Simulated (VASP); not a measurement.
# Al2Au (Fm-3m) in VASP: relaxation of volume and atoms at fixed shape with r2SCAN

Aim: the relaxation of volume and atoms at fixed shape of Al2Au with r2SCAN.

Everything below comes from runs of VASP 6.6.1. Logs are shortened: lines on timing, memory, paths and dates and some standing lists are left out, and cuts for length are marked.

### 1 The cell of the first run

The structure is cubic, space group Fm-3m (No. 225). Conventional cell: a = 6.000 Å, b = 6.000 Å, c = 6.000 Å, α = 90.00°, β = 90.00°, γ = 90.00°. Within 3.4 Å of Al (site symmetry -43m) lie 4 Au at 2.60 Å and 6 Al at 3.00 Å. Within 3.4 Å of Au (site symmetry m-3m) lie 8 Al at 2.60 Å.

### 2 Relaxation of volume and atoms at fixed shape, r2SCAN

Contents of POSCAR:

```
Al2Au
1.0
    0.0000000000      3.0000000000      3.0000000000
    3.0000000000      0.0000000000      3.0000000000
    3.0000000000      3.0000000000      0.0000000000
Al Au
2 1
Direct
    0.2500000000      0.2500000000      0.2500000000
    0.7500000000      0.7500000000      0.7500000000
    0.0000000000      0.0000000000      0.0000000000
```

Contents of INCAR.step1:

```
ALGO = Normal
EDIFF = 1E-4
ENCUT = 600
GGA = PE
ISMEAR = 0
LASPH = T
LCHARG = F
LREAL = F
LWAVE = T
NELM = 60
PREC = Accurate
SIGMA = 0.05
```

Contents of INCAR.step2:

```
ALGO = Normal
EDIFF = 1E-7
EDIFFG = -0.02
ENCUT = 600
IBRION = 2
ISIF = 8
ISMEAR = 0
ISTART = 1
LASPH = T
LCHARG = F
LMIXTAU = T
LREAL = F
LWAVE = F
METAGGA = R2SCAN
NELM = 60
NSW = 80
PREC = Accurate
SIGMA = 0.05
```

Contents of KPOINTS:

```
k-points
0
Gamma
  13 13 13
```

Potentials or basis: VASP PAW PBE potentials, release 64 (Al, Au).

Command:

```console
$ cat potpaw_PBE.64/Al/POTCAR potpaw_PBE.64/Au/POTCAR > POTCAR
$ cp INCAR.step1 INCAR
$ mpirun -np 1 vasp_std > vasp.out
$ cp INCAR.step2 INCAR
$ mpirun -np 1 vasp_std > vasp.out
```

OUTCAR:

```text
EDIFF = 1E-7
   EDIFFG = -0.02
   ENCUT = 600
   IBRION = 2
   ISIF = 8
   ISMEAR = 0
   ISTART = 1
   LASPH = T
   LREAL = F
   METAGGA = R2SCAN
   NELM = 60
   NSW = 80
   PREC = Accurate

 ion  position               nearest neighbor table
   1  0.250  0.250  0.250-   3 2.60   3 2.60   3 2.60   3 2.60   2 3.00   2 3.00   2 3.00   2 3.00
                             2 3.00   2 3.00
   2  0.750  0.750  0.750-   3 2.60   3 2.60   3 2.60   3 2.60   1 3.00   1 3.00   1 3.00   1 3.00
                             1 3.00   1 3.00
   3  0.000  0.000  0.000-   2 2.60   2 2.60   2 2.60   1 2.60   2 2.60   1 2.60   1 2.60   1 2.60

  LATTYP: Found a face centered cubic cell.
 ALAT       =     6.0000000000

  Lattice vectors:

 A1 = (   0.0000000000,   3.0000000000,   3.0000000000)
 A2 = (   3.0000000000,   0.0000000000,   3.0000000000)
 A3 = (   3.0000000000,   3.0000000000,   0.0000000000)

Analysis of symmetry for initial positions (statically):
=====================================================================
 Subroutine PRICEL returns:
 Original cell was already a primitive cell.

 Routine SETGRP: Setting up the symmetry group for a
 face centered cubic supercell.

 Subroutine GETGRP returns: Found 48 space group operations
 (whereof 48 operations were pure point group operations)
 out of a pool of 48 trial point group operations.

The static configuration has the point symmetry O_h .

Analysis of symmetry for dynamics (positions and initial velocities):
=====================================================================
 Subroutine PRICEL returns:
 Original cell was already a primitive cell.

 Routine SETGRP: Setting up the symmetry group for a
 face centered cubic supercell.

 Subroutine GETGRP returns: Found 48 space group operations
 (whereof 48 operations were pure point group operations)
 out of a pool of 48 trial point group operations.

The dynamic configuration has the point symmetry O_h .

 Subroutine INISYM returns: Found 48 space group operations
 (whereof 48 operations are pure point group operations),
 and found     1 'primitive' translations

----------------------------------------------------------------------------------------

                                     Primitive cell

  volume of cell :      54.0000

  direct lattice vectors                    reciprocal lattice vectors
     0.000000000  3.000000000  3.000000000    -0.166666667  0.166666667  0.166666667
     3.000000000  0.000000000  3.000000000     0.166666667 -0.166666667  0.166666667
     3.000000000  3.000000000  0.000000000     0.166666667  0.166666667 -0.166666667
[... 105 lines left out ...]
     AMIX     =   0.40;   BMIX     =  1.00
     AMIX_MAG =   1.60;   BMIX_MAG =  1.00
  volume/ion in A,a.u.               =      18.00       121.47
  Fermi-wavevector in a.u.,A,eV,Ry     =   1.113679  2.104547 16.875035  1.240280
  Thomas-Fermi vector in A             =   2.250266
   LORBIT       =      0    0 simple, 1 ext, 2 COOP (PROOUT), +10 PAW based schemes
   METAGGA = R2SCAN    functional components
   LHFCALC =     F    Hartree Fock is set to
   AEXX    =    0.0000 exact exchange contribution
   IVDW    =     0    specifies the selected vdW correction
   LEPSILON=     F    determine dielectric tensor
   LRPA    =     F    only Hartree local field effects (RPA)
 conjugate gradient relaxation of ions
 non-spin polarized calculation
 Gauss-broadening in eV      SIGMA  =   0.05
  energy-cutoff  :      600.00
  volume of cell :       54.00
 maximum number of plane-waves:      1832
 NGX is ok and might be reduce to    36
   NGX = 17   NGY = 17   NGZ = 17

--------------------------------------- Ionic step        1  -------------------------------------------

 number of electron      17.0000001 magnetization

 Free energy of the ion-electron system (eV)
  ---------------------------------------------------
  ext. energy  EPLUGINS =         0.00000000
  ---------------------------------------------------
  free energy    TOTEN  =       -65.54524458 eV

  energy without entropy =      -65.54426857  energy(sigma->0) =      -65.54475658

------------------------ aborting loop because EDIFF is reached ----------------------------------------

  FORCE on cell =-STRESS in cart. coord.  units (eV):
  Direction    XX          YY          ZZ          XY          YZ          ZX
  --------------------------------------------------------------------------------------
  -------------------------------------------------------------------------------------
  Total        0.0996046      0.0996046      0.0996046     -0.0000000     -0.0000000      0.0000000
  in kB        2.9552625      2.9552625      2.9552625     -0.0000000     -0.0000000      0.0000000
  external PRESSURE =       2.9552625 kB  Pullay stress =       0.0000000 kB
[... 61 lines left out ...]
--------------------------------------- Ionic step        3  -------------------------------------------

 number of electron      17.0000001 magnetization

 Free energy of the ion-electron system (eV)
  ---------------------------------------------------
  ext. energy  EPLUGINS =         0.00000000
  ---------------------------------------------------
  free energy    TOTEN  =       -65.54534318 eV

  energy without entropy =      -65.54436854  energy(sigma->0) =      -65.54485586

 E-fermi :   7.6807     XC(G=0): -11.2628

 val. band max:        7.6698392683   @ k =   0.1538   0.0000   0.0000
 cond. band min:       7.7041810578   @ k =   0.4615   0.0769   0.0000
 fundamental gap:      0.0343417895
 Fermi energy:         7.6807277356

 k-point     1 :       0.0000    0.0000    0.0000
  band No.  band energies     occupation
      1      -3.3952      2.00000
      2       0.7575      2.00000
      3       0.7575      2.00000
      4       0.7575      2.00000
      5       1.7584      2.00000
      6       1.7584      2.00000
      7      10.5712      0.00000
      8      10.7359      0.00000
      9      10.7359      0.00000
     10      10.7359      0.00000
     11      11.8635      0.00000
     12      11.8635      0.00000
[... 331 lines left out ...]
 k-point    24 :       0.4615    0.1538    0.0000
  band No.  band energies     occupation
      1      -1.2089      2.00000
      2       0.4932      2.00000
      3       1.0781      2.00000
      4       1.1303      2.00000
      5       1.8460      2.00000
      6       1.9277      2.00000
      7       2.8708      2.00000
      8       6.8255      2.00000
      9       7.2734      2.00000
     10      10.3870      0.00000
     11      12.7981      0.00000
     12      13.2418      0.00000

 [... further k-points ...]
[... 5 lines left out ...]
  --------------------------------------------------------------------------------------
  -------------------------------------------------------------------------------------
  Total        0.0141803      0.0141803      0.0141803      0.0000000      0.0000000     -0.0000000
  in kB        0.4198486      0.4198486      0.4198486      0.0000000      0.0000000     -0.0000000
  external PRESSURE =       0.4198486 kB  Pullay stress =       0.0000000 kB
[... 18 lines left out ...]
  FREE ENERGIE OF THE ION-ELECTRON SYSTEM (eV)
  ---------------------------------------------------
  free  energy   TOTEN  =       -65.5453431821 eV

  energy  without entropy=      -65.5443685390  energy(sigma->0) =      -65.54485586

 reached required accuracy - stopping structural energy minimisation
```

Wall time 4.8 min (1 thread of Intel Xeon 6975P-C (Granite Rapids), shared host); peak memory 0.27 GiB.

What came out:

* Free energy: -65.5453 eV
* Relaxed volume: 18.04 Å³/atom
* Relaxed cell: a = 4.246 Å, b = 4.246 Å, c = 4.246 Å, α = 60.00°, β = 60.00°, γ = 60.00°
* Space group after relaxing (to 0.1 Å): Fm-3m (No. 225)
* Energy gained by relaxing: 0.0 meV/atom
* Ionic steps: 3
* Pressure after relaxing: 0.0 GPa
* Band gap on the k mesh: zero (an odd number of electrons rules out a gap without spin polarisation)

Final structure:
```
Al Au
1.0
     0.00000    3.00209    3.00209
     3.00209    0.00000    3.00209
     3.00209    3.00209    0.00000
Al Au
2 1
Cartesian
  1.5010 1.5010 1.5010
  4.5031 4.5031 4.5031
  0.0000 0.0000 0.0000
```

Caveat: the PAW data sets were made with another functional, which shifts forces and pressure a little; spin-orbit coupling is left out, which moves the levels of the heavy elements.

The gap in the log of VASP goes by the Fermi energy; the results here count the filled bands.